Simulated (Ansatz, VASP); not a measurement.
**Sn4Se: VASP beside Ansatz**

```
Sn Se
1.0
    -3.40944    3.40944    3.40944
     3.40944   -3.40944    3.40944
     3.40944    3.40944   -3.40944
Sn Se
4 1
Direct
  0.00000 0.00000 0.50000
  0.00000 0.50000 0.00000
  0.50000 0.00000 0.00000
  0.50000 0.50000 0.50000
  0.00000 0.00000 0.00000
```

Change from the starting cell: species swapped into the MnGa4 type (Im-3m, No. 229).

Alike in both runs: task relaxation of cell and atoms; functional PBE; k mesh 8 × 8 × 8; occupations gaussian, width 0.1 eV; no spin polarisation.

```csv
,VASP,Ansatz
version,VASP 6.6.1,Ansatz 0.2.0
potentials or method,"VASP PAW PBE potentials, release 64 (Sn_d, Se), cutoff 600 eV","scalar-relativistic, plane waves, PAW"
valence electrons in the cell,62,72
```

VASP gave:

| Item | Value |
| --- | --- |
| gap on the k mesh at the Fermi level, each at its own relaxed structure (eV) | none |
| relaxed volume (Å³/atom) | 31.51 |
| relaxed cell length with the largest relative difference (Å) | 5.893 |

Task: What did Ansatz give for the same quantities?

Result: gap on the k mesh at the Fermi level, each at its own relaxed structure (eV): none; relaxed volume (Å³/atom): 31.50; relaxed cell length with the largest relative difference (Å): 5.893.

A gap of «none» marks a metal or a gap that the smearing closes. VASP's potentials hold 62 valence electrons a cell and Ansatz's 72, so a difference there can come from the potentials and not from the codes.
